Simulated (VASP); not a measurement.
# Cu (P-1) in VASP: single point with LDA

Aim: the single point of Cu with LDA.

All numbers are computed with VASP 6.6.1; they aren't measurements. Logs are shortened: lines on timing, memory, paths and dates and some standing lists are left out, and cuts for length are marked.

### Step 1. The cell of the first run

The typed cell holds 1 atom: a = 2.479 Å, b = 2.477 Å, c = 2.450 Å, α = 108.63°, β = 107.81°, γ = 112.70°.

### Step 2. Single point, LDA

INCAR reads:

```
  ALGO = Normal
  EDIFF = 1E-6
  ENCUT = 820
  GGA = CA
  GGA_COMPAT = False
  ISIF = 2
  ISMEAR = -1
  LASPH = True
  LCHARG = True
  LELF = True
  LREAL = False
  LVHAR = True
  LWAVE = False
  NBANDS = 16
  NELM = 120
  PREC = Accurate
  SIGMA = 0.05
```

KPOINTS reads:

```
k-points
0
Gamma
  8 8 7
```

POSCAR reads:

```
Cu
1.0
   -1.4539857600      1.4643106900      1.3739820400
    1.4487133000     -1.4679854000      1.3723068300
    1.4251542200      1.4391538600     -1.3778349000
Cu
1
Direct
    0.0000000000      0.0000000000      0.0000000000
```

Potentials or basis: VASP PAW LDA potentials, release 64 (Cu_sv_GW).

Launch:

```sh
$ cat potpaw_LDA.64/Cu_sv_GW/POTCAR > POTCAR
$ mpirun -np 1 vasp_std > vasp.out
```

OUTCAR:

```text
EDIFF = 1E-6
   ENCUT = 820
   GGA = CA
   ISIF = 2
   ISMEAR = -1
   LASPH = True
   LREAL = False
   NELM = 120
   PREC = Accurate

 ion  position               nearest neighbor table
   1  0.000  0.000  0.000-

  LATTYP: Found a triclinic cell.
 ALAT       =     2.4772923517
 B/A-ratio  =     2.6362230149
 C/A-ratio  =     1.1085879257
 COS(alpha) =     0.0006673352
 COS(beta)  =     0.5536229994
 COS(gamma) =     0.7922115085

  Lattice vectors:

 A1 = (  -1.4487133000,   1.4679854000,  -1.3723068300)
 A2 = (  -2.9315306000,   5.8357606400,  -0.0021776500)
 A3 = (   0.0052724600,   0.0036747100,  -2.7462888700)

Analysis of symmetry for initial positions (statically):
=====================================================================
 Subroutine PRICEL returns:
 Original cell was already a primitive cell.

 Routine SETGRP: Setting up the symmetry group for a
 triclinic supercell.

 Subroutine GETGRP returns: Found  2 space group operations
 (whereof  2 operations were pure point group operations)
 out of a pool of  2 trial point group operations.

The static configuration has the point symmetry S_2 .

Analysis of symmetry for dynamics (positions and initial velocities):
=====================================================================
 Subroutine PRICEL returns:
 Original cell was already a primitive cell.

 Routine SETGRP: Setting up the symmetry group for a
 triclinic supercell.

 Subroutine GETGRP returns: Found  2 space group operations
 (whereof  2 operations were pure point group operations)
 out of a pool of  2 trial point group operations.

The dynamic configuration has the point symmetry S_2 .

 Subroutine INISYM returns: Found  2 space group operations
 (whereof  2 operations are pure point group operations),
 and found     1 'primitive' translations

----------------------------------------------------------------------------------------

                                     Primitive cell

  volume of cell :      11.4565

  direct lattice vectors                    reciprocal lattice vectors
    -1.453985760  1.464310690  1.373982040     0.004161885  0.344941265  0.364597298
     1.448713300 -1.467985400  1.372306830     0.348704468  0.003946740  0.364802496
     1.425154220  1.439153860 -1.377834900     0.351455663  0.347907606  0.001140264

  length of vectors
     2.479134331  2.477292352  2.449623929     0.501929266  0.504669440  0.494532189

  position of ions in fractional coordinates (direct lattice)
     0.000000000  0.000000000  0.000000000

  ion indices of the primitive-cell ions
   primitive index   ion index
                 1           1

----------------------------------------------------------------------------------------

 KPOINTS: k-points

Automatic generation of k-mesh.
 Grid dimensions read from file:
 generate k-points for:    8    8    7

 Generating k-lattice:

  Cartesian coordinates                     Fractional coordinates (reciprocal lattice)
     0.000520236  0.043117658  0.045574662     0.125000000 -0.000000000  0.000000000
     0.043588058  0.000493343  0.045600312    -0.000000000  0.125000000  0.000000000
     0.050207952  0.049701087  0.000162895     0.000000000  0.000000000  0.142857143

  Length of vectors
     0.062741158  0.063083680  0.070647456

  Shift w.r.t. Gamma in fractional coordinates (k-lattice)
     0.000000000  0.000000000  0.000000000

 Subroutine IBZKPT returns following result:
 ===========================================

 Found    226 irreducible k-points:

 Following reciprocal coordinates:
            Coordinates               Weight
  0.000000  0.000000  0.000000      1.000000
  0.125000  0.000000 -0.000000      2.000000
  0.250000  0.000000 -0.000000      2.000000
  0.375000 -0.000000 -0.000000      2.000000
  0.500000  0.000000 -0.000000      1.000000
  0.000000  0.125000  0.000000      2.000000
[... 16 lines left out ...]
  0.125000  0.375000  0.000000      2.000000
  0.250000  0.375000 -0.000000      2.000000
 [... further k-points ...]
   k-points           NKPTS =    226   k-points in BZ     NKDIM =    226   number of bands    NBANDS=     16
   number of dos      NEDOS =    301   number of ions     NIONS =      1
   total plane-waves  NPLWV =  13824
   dimension x,y,z NGX =    24 NGY =   24 NGZ =   24
   dimension x,y,z NGXF=    48 NGYF=   48 NGZF=   48
   ions per type =               1
   NGX,Y,Z   is equivalent  to a cutoff of  16.09, 16.11, 16.29 a.u.
   NGXF,Y,Z  is equivalent  to a cutoff of  32.19, 32.21, 32.58 a.u.
 SYSTEM =  unknown system
   PREC   = accura    normal or accurate (medium, high low for compatibility)
   ISTART =      0    job   : 0-new  1-cont  2-samecut
   ICHARG =      2    charge: 1-file 2-atom 10-const
   ISPIN  =      1    spin polarized calculation?
   LNONCOLLINEAR =      F non collinear calculations
   LSORBIT =      F    spin-orbit coupling
   LASPH  =      T    aspherical Exc in radial PAW
   ENCUT  =  820.0 eV  60.27 Ry    7.76 a.u.   5.79  5.78  5.72*2*pi/ulx,y,z
   NELM   =    120;   NELMIN=  2; NELMDL= -5     # of ELM steps
   EDIFF  = 0.1E-05   stopping-criterion for ELM
   LREAL  =      F    real-space projection
   EDIFFG = 0.1E-04   stopping-criterion for IOM
   NSW    =      0    number of steps for IOM
   IBRION =     -1    ionic relax: 0-MD 1-quasi-New 2-CG
   NFREE  =      0    steps in history (QN), initial steepest desc. (CG)
   ISIF   =      2    stress and relaxation
   ISYM   =      2    0-nonsym 1-usesym 2-fastsym
   POTIM  = 0.5000    time-step for ionic-motion
   TEBEG  =    0.0;   TEEND  =   0.0 temperature during run
   PSTRESS=    0.0 pullay stress
   NELECT =      19.0000    total number of electrons
   NUPDOWN=      -1.0000    fix difference up-down
   EMIN   =  10.00;   EMAX   =-10.00  energy-range for DOS
   EFERMI =   0.00;   METHOD = LEGACY
   ISMEAR =    -1;   SIGMA  =   0.05  broadening in eV -4-tet -1-fermi 0-gaus
   EFERMI_NEDOS =   21; number of points for ismear=-14 and -15
   IALGO  =     38    algorithm
   IMIX   =      4    mixing-type and parameters
     AMIX     =   0.40;   BMIX     =  1.00
     AMIX_MAG =   1.60;   BMIX_MAG =  1.00
  volume/ion in A,a.u.               =      11.46        77.31
  Fermi-wavevector in a.u.,A,eV,Ry     =   1.937796  3.661904 51.090610  3.755054
  Thomas-Fermi vector in A             =   2.968301
   LORBIT       =      0    0 simple, 1 ext, 2 COOP (PROOUT), +10 PAW based schemes
   GGA     = CA    functional components
   LHFCALC =     F    Hartree Fock is set to
   AEXX    =    0.0000 exact exchange contribution
   IVDW    =     0    specifies the selected vdW correction
   LEPSILON=     F    determine dielectric tensor
   LRPA    =     F    only Hartree local field effects (RPA)
 non-spin polarized calculation
  energy-cutoff  :      820.00
  volume of cell :       11.46
 maximum number of plane-waves:       625
   NGX = 11   NGY = 11   NGZ = 11

 number of electron      19.0000005 magnetization

 Free energy of the ion-electron system (eV)
  ---------------------------------------------------
  ext. energy  EPLUGINS =         0.00000000
  ---------------------------------------------------
  free energy    TOTEN  =        -4.80813892 eV

  energy without entropy =       -4.80472788  energy(sigma->0) =       -4.80643340

 E-fermi :   7.5742     XC(G=0): -14.0211

 val. band max:        7.5653576693   @ k =   0.5000   0.3750   0.1429
 cond. band min:       7.5790730845   @ k =   0.5000   0.1250  -0.0000
 fundamental gap:      0.0137154152
 Fermi energy:         7.5742464663

 k-point     1 :       0.0000    0.0000    0.0000
  band No.  band energies     occupation
      1    -104.0105      2.00000
      2     -61.9145      2.00000
      3     -61.8979      2.00000
      4     -61.8825      2.00000
      5      -2.0611      2.00000
      6       4.1958      2.00000
[... 8 lines left out ...]
     15      36.0424      0.00000
     16      36.5706      0.00000

 k-point     2 :       0.1250    0.0000   -0.0000
  band No.  band energies     occupation
      1    -104.0075      2.00000
      2     -61.9321      2.00000
      3     -61.9040      2.00000
      4     -61.8845      2.00000
      5      -1.4415      2.00000
      6       4.1894      2.00000
[... 8 lines left out ...]
     15      34.0256      0.00000
     16      35.5331      0.00000

 k-point     3 :       0.2500    0.0000   -0.0000
  band No.  band energies     occupation
      1    -104.0005      2.00000
      2     -61.9779      2.00000
      3     -61.9193      2.00000
      4     -61.8867      2.00000
      5       0.2588      2.00000
      6       3.9289      2.00000
[... 8 lines left out ...]
     15      32.6734      0.00000
     16      37.4641      0.00000

 k-point     4 :       0.3750   -0.0000   -0.0000
  band No.  band energies     occupation
      1    -103.9936      2.00000
      2     -62.0239      2.00000
      3     -61.9354      2.00000
      4     -61.8879      2.00000
      5       1.9838      2.00000
      6       3.6539      2.00000
[... 8 lines left out ...]
     15      32.1539      0.00000
     16      40.2053      0.00000
[... 324 lines left out ...]
 k-point    22 :       0.0000    0.3750    0.0000
  band No.  band energies     occupation
      1    -103.9934      2.00000
      2     -62.0234      2.00000
      3     -61.9382      2.00000
      4     -61.8873      2.00000
      5       2.0060      2.00000
      6       3.6092      2.00000
[... 8 lines left out ...]
     15      31.9337      0.00000
     16      40.7810      0.00000

 k-point    23 :       0.1250    0.3750    0.0000
  band No.  band energies     occupation
      1    -103.9904      2.00000
      2     -62.0359      2.00000
      3     -61.9465      2.00000
      4     -61.8924      2.00000
      5       2.5431      2.00000
      6       3.5573      2.00000
[... 8 lines left out ...]
     15      34.8528      0.00000
     16      38.8728      0.00000

 k-point    24 :       0.2500    0.3750   -0.0000
  band No.  band energies     occupation
      1    -103.9891      2.00000
      2     -62.0203      2.00000
      3     -61.9688      2.00000
      4     -61.8981      2.00000
      5       3.1094      2.00000
      6       3.6055      2.00000
[... 8 lines left out ...]
     15      37.2757      0.00000
     16      41.1579      0.00000

 [... further k-points ...]

------------------------ aborting loop because EDIFF is reached ----------------------------------------

  FORCE on cell =-STRESS in cart. coord.  units (eV):
  Direction    XX          YY          ZZ          XY          YZ          ZX
  --------------------------------------------------------------------------------------
  -------------------------------------------------------------------------------------
  Total       -0.5710117     -0.5869275     -0.6769995      0.1362463     -0.0789814     -0.0827292
  in kB      -79.8549308    -82.0807349    -94.6771363     19.0537894    -11.0454010    -11.5695253
  external PRESSURE =     -85.5376007 kB  Pullay stress =       0.0000000 kB

 VOLUME and BASIS-vectors are now :
 -----------------------------------------------------------------------------
  energy-cutoff  :      820.00
  volume of cell :       11.46
      direct lattice vectors                 reciprocal lattice vectors
    -1.453985760  1.464310690  1.373982040     0.004161885  0.344941265  0.364597298
     1.448713300 -1.467985400  1.372306830     0.348704468  0.003946740  0.364802496
     1.425154220  1.439153860 -1.377834900     0.351455663  0.347907606  0.001140264

 POSITION                                       TOTAL-FORCE (eV/Angst)
 -----------------------------------------------------------------------------------
      0.00000      0.00000      0.00000         0.000000      0.000000      0.000000
 -----------------------------------------------------------------------------------
    total drift:                               -0.000000      0.000000      0.000000

  FREE ENERGIE OF THE ION-ELECTRON SYSTEM (eV)
  ---------------------------------------------------
  free  energy   TOTEN  =        -4.8081389162 eV

  energy  without entropy=       -4.8047278803  energy(sigma->0) =       -4.80643340
```

Wall time 58 s (1 thread of AMD EPYC 7R13 (Zen 3), shared host); peak memory 0.19 GiB.

What came out:

- Free energy: -4.8081 eV
- Pressure: -8.6 GPa
- Band gap on the k mesh: zero (an odd number of electrons rules out a gap without spin polarisation)

Stress tensor (GPa, compression positive):
```
-7.99  1.91 -1.16
 1.91 -8.21 -1.10
-1.16 -1.10 -9.47
```

Caveat: the k points lie up to 0.42 Å⁻¹ apart, too coarse for converged energies and pressures of a metal.
